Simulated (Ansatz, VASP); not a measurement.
**Two plane-wave programs on Ca3Se**

```xyz
4
Lattice="5.0426 0.0000 0.0000 0.0000 5.0426 0.0000 0.0000 0.0000 5.0426" Properties=species:S:1:pos:R:3 pbc="T T T"
Ca    0.0000    2.5213    2.5213
Ca    2.5213    0.0000    2.5213
Ca    2.5213    2.5213    0.0000
Se    0.0000    0.0000    0.0000
```

Alike in both runs: functional PBE; k mesh 10 × 10 × 10; occupations gaussian, width 0.1 eV; no spin polarisation.

Ansatz relaxed the structure, and its values are those at the end. VASP's run is a single point on that final structure, the one shown.

```csv
,VASP,Ansatz
version,VASP 6.6.1,Ansatz 0.2.0
potentials or method,"VASP PAW PBE potentials, release 64 (Ca_sv, Se), cutoff 520 eV","scalar-relativistic, plane waves, PAW"
valence electrons in the cell,36,46
```

|  | VASP | Ansatz | Ansatz less VASP |
| --- | --- | --- | --- |
| gap on the k mesh at the Fermi level (eV) | none | none | - |
| pressure (GPa) | 0.0 | 0.0 | -0.03 |

A gap of «none» marks a metal or a gap that the smearing closes. VASP's potentials hold 36 valence electrons a cell and Ansatz's 46, so a difference there can come from the potentials and not from the codes.
